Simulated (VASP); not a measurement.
# InAs (I-4m2) in VASP: notebook

InAs is run at these levels: PBEsol; tasks: single point.

Everything below comes from runs of VASP 6.6.1. Logs are shortened: lines on timing, memory, paths and dates and some standing lists are left out, and cuts for length are marked.

**1. The cell of the first run**

Symmetry: I-4m2, No. 119, tetragonal system. Conventional cell: a = 4.390 Å, b = 4.390 Å, c = 5.948 Å, α = 90.00°, β = 90.00°, γ = 90.00°. In (site symmetry -4m2) has 4 As at 2.65 Å within 3.5 Å. As (site symmetry -4m2) has 4 In at 2.65 Å within 3.5 Å.

**2. Single point, PBEsol (biaxial strain in the a-b plane: +2.0 %, then relaxed in part)**

Input file INCAR:

```
SYSTEM = InAs
ALGO     = Normal         ! electronic algorithm
EDIFF    = 1E-7           ! SCF threshold, eV
ENCUT    = 520            ! plane-wave cutoff, eV
GGA      = PS             ! functional
ISIF     = 2              ! what is computed and relaxed
ISMEAR   = 0              ! smearing method
LASPH    = .True.         ! aspherical terms in the spheres
LCHARG   = .True.         ! write CHGCAR
LELF     = .True.         ! ELF
LREAL    = .False.        ! projectors in reciprocal space
LVHAR    = .True.       
LWAVE    = .False.        ! write WAVECAR
NBANDS   = 26             ! bands
NELM     = 100            ! most SCF steps
PREC     = Accurate       ! precision mode
SIGMA    = 0.1            ! smearing width, eV
```

Input file KPOINTS:

```
k-points
0
Gamma
  12 12 10
  0 0 0
```

Input file POSCAR:

```
InAs
1.0
    3.1044475482      3.1044475482      0.0000000000
   -3.1044475482      3.1044475482      0.0000000000
    0.0000000000      0.0000000000      5.9476196845
In As
2 2
Direct
    0.5000000000      0.0000000000      0.2500000000
    0.0000000000      0.5000000000      0.7500000000
    0.0000000000      0.0000000000      0.0000000000
    0.5000000000      0.5000000000      0.5000000000
```

Potentials or basis: VASP PAW PBE potentials, release 64 (In_d, As).

On the command line:

```
cat potpaw_PBE.64/In_d/POTCAR potpaw_PBE.64/As/POTCAR > POTCAR
mpirun -np 1 vasp_std > vasp.out
```

OUTCAR:

```text
SYSTEM = InAs
   EDIFF = 1E-7
   ENCUT = 520
   GGA = PS
   ISIF = 2
   ISMEAR = 0
   LASPH = .True.
   LREAL = .False.
   NELM = 100
   PREC = Accurate

 ion  position               nearest neighbor table
   1  0.500  0.000  0.250-   3 2.65   4 2.65   4 2.65   3 2.65
   2  0.000  0.500  0.750-   3 2.65   4 2.65   3 2.65   4 2.65
   3  0.000  0.000  0.000-   1 2.65   2 2.65   2 2.65   1 2.65
   4  0.500  0.500  0.500-   1 2.65   2 2.65   1 2.65   2 2.65

  LATTYP: Found a simple tetragonal cell.
 ALAT       =     4.3903518263
 C/A-ratio  =     1.3547022926

  Lattice vectors:

 A1 = (   3.1044475482,   3.1044475482,   0.0000000000)
 A2 = (  -3.1044475482,   3.1044475482,   0.0000000000)
 A3 = (   0.0000000000,   0.0000000000,   5.9476196845)

Analysis of symmetry for initial positions (statically):
=====================================================================
 Subroutine PRICEL returns following result:

  LATTYP: Found a body centered tetragonal cell.
 ALAT       =     4.3903518263
 C/A-ratio  =     1.3547022926

  Lattice vectors:

 A1 = (   0.0000000000,  -3.1044475482,  -2.9738098422)
 A2 = (   0.0000000000,   3.1044475482,  -2.9738098423)
 A3 = (   3.1044475482,   0.0000000000,   2.9738098423)

   2 primitive cells build up your supercell.

 Routine SETGRP: Setting up the symmetry group for a
 simple tetragonal supercell.

 Subroutine GETGRP returns: Found  8 space group operations
 (whereof  8 operations were pure point group operations)
 out of a pool of 16 trial point group operations.

The static configuration has the point symmetry D_2d.

Analysis of symmetry for dynamics (positions and initial velocities):
=====================================================================
 Subroutine PRICEL returns following result:

  LATTYP: Found a body centered tetragonal cell.
 ALAT       =     4.3903518263
 C/A-ratio  =     1.3547022926

  Lattice vectors:

 A1 = (   0.0000000000,  -3.1044475482,  -2.9738098422)
 A2 = (   0.0000000000,   3.1044475482,  -2.9738098423)
 A3 = (   3.1044475482,   0.0000000000,   2.9738098423)

   2 primitive cells build up your supercell.

 Routine SETGRP: Setting up the symmetry group for a
 simple tetragonal supercell.

 Subroutine GETGRP returns: Found  8 space group operations
 (whereof  8 operations were pure point group operations)
 out of a pool of 16 trial point group operations.

The dynamic configuration has the point symmetry D_2d.

 Subroutine INISYM returns: Found  8 space group operations
 (whereof  8 operations are pure point group operations),
 and found     2 'primitive' translations

----------------------------------------------------------------------------------------

                                     Primitive cell

  volume of cell :      57.3207

  direct lattice vectors                    reciprocal lattice vectors
     0.000000000 -3.104447548 -2.973809842     0.161059252 -0.161059252 -0.168134490
     0.000000000  3.104447548 -2.973809842     0.161059252  0.161059252 -0.168134490
     3.104447548  0.000000000  2.973809842     0.322118504  0.000000000  0.000000000

  length of vectors
     4.298969593  4.298969593  4.298969593     0.283106644  0.283106644  0.322118504

  position of ions in fractional coordinates (direct lattice)
     0.750000000  0.250000000  0.500000000
     0.000000000  0.000000000  0.000000000

  ion indices of the primitive-cell ions
   primitive index   ion index
                 1           1
                 2           3

----------------------------------------------------------------------------------------

 KPOINTS: k-points

Automatic generation of k-mesh.
 Grid dimensions read from file:
 generate k-points for:   12   12   10

 Generating k-lattice:

  Cartesian coordinates                     Fractional coordinates (reciprocal lattice)
     0.013421604  0.013421604  0.000000000     0.083333333  0.000000000  0.000000000
    -0.013421604  0.013421604  0.000000000     0.000000000  0.083333333  0.000000000
     0.000000000  0.000000000  0.016813449     0.000000000  0.000000000  0.100000000

  Length of vectors
     0.018981015  0.018981015  0.016813449

  Shift w.r.t. Gamma in fractional coordinates (k-lattice)
     0.000000000  0.000000000  0.000000000

 Subroutine IBZKPT returns following result:
 ===========================================

 Found    168 irreducible k-points:

 Following reciprocal coordinates:
            Coordinates               Weight
  0.000000  0.000000  0.000000      1.000000
  0.083333  0.000000  0.000000      4.000000
  0.166667  0.000000  0.000000      4.000000
  0.250000  0.000000  0.000000      4.000000
  0.333333  0.000000  0.000000      4.000000
  0.416667  0.000000  0.000000      4.000000
[... 16 lines left out ...]
  0.333333  0.333333  0.000000      4.000000
  0.416667  0.333333  0.000000      8.000000
 [... further k-points ...]
   k-points           NKPTS =    168   k-points in BZ     NKDIM =    168   number of bands    NBANDS=     26
   number of dos      NEDOS =    301   number of ions     NIONS =      4
   total plane-waves  NPLWV =  62208
   dimension x,y,z NGX =    36 NGY =   36 NGZ =   48
   dimension x,y,z NGXF=    72 NGYF=   72 NGZF=   96
   ions per type =               2   2
   NGX,Y,Z   is equivalent  to a cutoff of  13.63, 13.63, 13.42 a.u.
   NGXF,Y,Z  is equivalent  to a cutoff of  27.26, 27.26, 26.83 a.u.
 SYSTEM =  InAs
   PREC   = accura    normal or accurate (medium, high low for compatibility)
   ISTART =      0    job   : 0-new  1-cont  2-samecut
   ICHARG =      2    charge: 1-file 2-atom 10-const
   ISPIN  =      1    spin polarized calculation?
   LNONCOLLINEAR =      F non collinear calculations
   LSORBIT =      F    spin-orbit coupling
   LASPH  =      T    aspherical Exc in radial PAW
   ENCUT  =  520.0 eV  38.22 Ry    6.18 a.u.   8.16  8.16 11.06*2*pi/ulx,y,z
   NELM   =    100;   NELMIN=  2; NELMDL= -5     # of ELM steps
   EDIFF  = 0.1E-06   stopping-criterion for ELM
   LREAL  =      F    real-space projection
   EDIFFG = 0.1E-05   stopping-criterion for IOM
   NSW    =      0    number of steps for IOM
   IBRION =     -1    ionic relax: 0-MD 1-quasi-New 2-CG
   NFREE  =      0    steps in history (QN), initial steepest desc. (CG)
   ISIF   =      2    stress and relaxation
   ISYM   =      2    0-nonsym 1-usesym 2-fastsym
   POTIM  = 0.5000    time-step for ionic-motion
   TEBEG  =    0.0;   TEEND  =   0.0 temperature during run
   PSTRESS=    0.0 pullay stress
   NELECT =      36.0000    total number of electrons
   NUPDOWN=      -1.0000    fix difference up-down
   EMIN   =  10.00;   EMAX   =-10.00  energy-range for DOS
   EFERMI =   0.00;   METHOD = LEGACY
   ISMEAR =     0;   SIGMA  =   0.10  broadening in eV -4-tet -1-fermi 0-gaus
   EFERMI_NEDOS =   21; number of points for ismear=-14 and -15
   IALGO  =     38    algorithm
   IMIX   =      4    mixing-type and parameters
     AMIX     =   0.40;   BMIX     =  1.00
     AMIX_MAG =   1.60;   BMIX_MAG =  1.00
  volume/ion in A,a.u.               =      28.66       193.41
  Fermi-wavevector in a.u.,A,eV,Ry     =   1.112743  2.102780 16.846707  1.238198
  Thomas-Fermi vector in A             =   2.249321
   LORBIT       =      0    0 simple, 1 ext, 2 COOP (PROOUT), +10 PAW based schemes
   GGA     = PS    functional components
   LHFCALC =     F    Hartree Fock is set to
   AEXX    =    0.0000 exact exchange contribution
   IVDW    =     0    specifies the selected vdW correction
   LEPSILON=     F    determine dielectric tensor
   LRPA    =     F    only Hartree local field effects (RPA)
 non-spin polarized calculation
 Gauss-broadening in eV      SIGMA  =   0.10
  energy-cutoff  :      520.00
  volume of cell :      114.64
 maximum number of plane-waves:      3128
 NGX is ok and might be reduce to    36
   NGX = 17   NGY = 17   NGZ = 23

 number of electron      35.9999988 magnetization

 Free energy of the ion-electron system (eV)
  ---------------------------------------------------
  ext. energy  EPLUGINS =         0.00000000
  ---------------------------------------------------
  free energy    TOTEN  =       -16.96369416 eV

  energy without entropy =      -16.96355614  energy(sigma->0) =      -16.96362515

 E-fermi :   4.1233     XC(G=0):  -9.1288

 val. band max:        3.9976981441   @ k =   0.0833   0.0000   0.0000
 cond. band min:       4.1382740992   @ k =   0.0000   0.0000   0.0000
 fundamental gap:      0.1405759551
 Fermi energy:         4.1233316068

 k-point     1 :       0.0000    0.0000    0.0000
  band No.  band energies     occupation
      1     -10.4146      2.00000
      2     -10.2526      2.00000
      3     -10.2526      2.00000
      4     -10.2386      2.00000
      5     -10.1775      2.00000
      6     -10.1774      2.00000
[... 18 lines left out ...]
     25      11.2134      0.00000
     26      12.9912      0.00000

 k-point     2 :       0.0833    0.0000    0.0000
  band No.  band energies     occupation
      1     -10.4120      2.00000
      2     -10.2581      2.00000
      3     -10.2513      2.00000
      4     -10.2366      2.00000
      5     -10.1818      2.00000
      6     -10.1786      2.00000
[... 18 lines left out ...]
     25      11.5058      0.00000
     26      12.4137      0.00000

 k-point     3 :       0.1667    0.0000    0.0000
  band No.  band energies     occupation
      1     -10.4048      2.00000
      2     -10.2730      2.00000
      3     -10.2474      2.00000
      4     -10.2313      2.00000
      5     -10.1882      2.00000
      6     -10.1822      2.00000
[... 572 lines left out ...]
 k-point    23 :       0.3333    0.3333    0.0000
  band No.  band energies     occupation
      1     -10.3960      2.00000
      2     -10.3766      2.00000
      3     -10.1974      2.00000
      4     -10.1952      2.00000
      5     -10.1909      2.00000
      6     -10.1792      2.00000
[... 18 lines left out ...]
     25      10.9544      0.00000
     26      11.0972      0.00000

 k-point    24 :       0.4167    0.3333    0.0000
  band No.  band energies     occupation
      1     -10.3991      2.00000
      2     -10.3900      2.00000
      3     -10.1913      2.00000
      4     -10.1888      2.00000
      5     -10.1844      2.00000
      6     -10.1788      2.00000
[... 18 lines left out ...]
     25      11.5525      0.00000
     26      12.0809      0.00000

 [... further k-points ...]

------------------------ aborting loop because EDIFF is reached ----------------------------------------

  FORCE on cell =-STRESS in cart. coord.  units (eV):
  Direction    XX          YY          ZZ          XY          YZ          ZX
  --------------------------------------------------------------------------------------
  -------------------------------------------------------------------------------------
  Total       -0.9251400     -0.9251400      0.0547647      0.0000000      0.0000000      0.0000000
  in kB      -12.9293351    -12.9293351      0.7653662      0.0000000      0.0000000      0.0000000
  external PRESSURE =      -8.3644347 kB  Pullay stress =       0.0000000 kB

 VOLUME and BASIS-vectors are now :
 -----------------------------------------------------------------------------
  energy-cutoff  :      520.00
  volume of cell :      114.64
      direct lattice vectors                 reciprocal lattice vectors
     3.104447548  3.104447548  0.000000000     0.161059252  0.161059252  0.000000000
    -3.104447548  3.104447548  0.000000000    -0.161059252  0.161059252  0.000000000
     0.000000000  0.000000000  5.947619685     0.000000000  0.000000000  0.168134490

 POSITION                                       TOTAL-FORCE (eV/Angst)
 -----------------------------------------------------------------------------------
      1.55222      1.55222      1.48690        -0.000000      0.000000      0.000000
     -1.55222      1.55222      4.46071         0.000000      0.000000      0.000000
      0.00000      0.00000      0.00000         0.000000     -0.000000     -0.000000
      0.00000      3.10445      2.97381        -0.000000     -0.000000     -0.000000
 -----------------------------------------------------------------------------------
    total drift:                                0.000000      0.000000      0.000000

  FREE ENERGIE OF THE ION-ELECTRON SYSTEM (eV)
  ---------------------------------------------------
  free  energy   TOTEN  =       -16.9636941561 eV

  energy  without entropy=      -16.9635561356  energy(sigma->0) =      -16.96362515
```

It took 13 min on 1 thread of Oxide Virtual Turin-like, shared host; peak memory 0.53 GiB.

What came out:

```yaml
Free_energy: -16.9637 eV
Pressure: -0.8 GPa
Band_gap_on_the_k_mesh: 0.14 eV
```

Levels at points of the mesh, in eV from the valence-band top:
```csv
k point,band 14,band 15,band 16,band 17,band 18,band 19,band 20,band 21,band 22,band 23
"(0.00, 0.00, 0.00)",-2.36,-2.36,-0.46,-0.05,-0.05,0.14,1.39,1.75,3.81,3.89
"(0.50, 0.00, 0.00)",-4.85,-2.58,-2.58,-1.13,-1.13,2.33,2.33,4.85,4.85,5.32
"(0.50, 0.50, 0.00)",-5.79,-2.13,-2.13,-2.12,-2.12,1.58,1.58,2.12,2.12,8.72
"(0.00, 0.00, 0.50)",-3.58,-1.46,-1.46,-1.46,-1.46,2.02,2.02,2.70,2.70,6.10
"(0.50, 0.00, 0.50)",-5.61,-1.06,-1.06,-0.80,-0.80,0.79,0.79,4.49,4.49,4.77
"(0.50, 0.50, 0.50)",-5.63,-2.82,-2.82,-2.73,-2.73,4.26,4.26,4.40,4.40,5.18
```

Caveat: the cell differs from its parent crystal (biaxial strain in the a-b plane: +2.0 %, then relaxed in part); semilocal functionals underestimate gaps, and a narrow one can read as zero; the PAW data sets were made with another functional, which shifts forces and pressure a little; spin-orbit coupling is left out, which moves the levels of the heavy elements.

**3. Single point, PBEsol**

Input file INCAR:

```
PREC     = Accurate       # precision mode
ENCUT    = 520            # plane-wave cutoff, eV
EDIFF    = 1E-6           # SCF threshold, eV
ISMEAR   = 0              # smearing method
SIGMA    = 0.1            # smearing width, eV
LREAL    = F              # projectors in reciprocal space
LASPH    = T              # aspherical terms in the spheres
NELM     = 80             # most SCF steps
ALGO     = Normal         # electronic algorithm
ISIF     = 2              # what is computed and relaxed
LWAVE    = F              # write WAVECAR
LCHARG   = F              # write CHGCAR
GGA      = PS             # functional
NBANDS   = 26             # bands
```

Input file KPOINTS:

```
Automatic mesh
0
Gamma
  12 12 10
```

POSCAR is that of step 2.

Potentials or basis: VASP PAW PBE potentials, release 64 (In_d, As).

On the command line:

```
cat potpaw_PBE.64/In_d/POTCAR potpaw_PBE.64/As/POTCAR > POTCAR
mpirun -np 1 vasp_std > vasp.out
```

Run time: 10 min. Hardware: 1 thread of Oxide Virtual Turin-like, shared host; peak memory 0.52 GiB.

The run converged. Its results:

| Item | Value |
| --- | --- |
| Free energy | -16.9637 eV |
| Pressure | -0.8 GPa |
| Band gap on the k mesh | 0.14 eV |

Stress tensor (GPa, compression positive):
```
-1.30  0.00  0.00
 0.00 -1.30  0.00
 0.00  0.00  0.07
```

Levels at points of the mesh, in eV from the valence-band top:
```
           k point  band 14  band 15  band 16  band 17  band 18  band 19  band 20  band 21  band 22  band 23
(0.00, 0.00, 0.00)    -2.36    -2.36    -0.46    -0.05    -0.05     0.14     1.39     1.75     3.81     3.89
(0.50, 0.00, 0.00)    -4.85    -2.58    -2.58    -1.13    -1.13     2.33     2.33     4.85     4.85     5.32
(0.50, 0.50, 0.00)    -5.79    -2.13    -2.13    -2.12    -2.12     1.58     1.58     2.12     2.12     8.72
(0.00, 0.00, 0.50)    -3.58    -1.46    -1.46    -1.46    -1.46     2.02     2.02     2.70     2.70     6.10
(0.50, 0.00, 0.50)    -5.61    -1.06    -1.06    -0.80    -0.80     0.79     0.79     4.49     4.49     4.77
(0.50, 0.50, 0.50)    -5.63    -2.82    -2.82    -2.74    -2.74     4.26     4.26     4.40     4.40     5.18
```

Caveat: semilocal functionals underestimate gaps, and a narrow one can read as zero; the PAW data sets were made with another functional, which shifts forces and pressure a little; spin-orbit coupling is left out, which moves the levels of the heavy elements. A k mesh can miss the band edges.
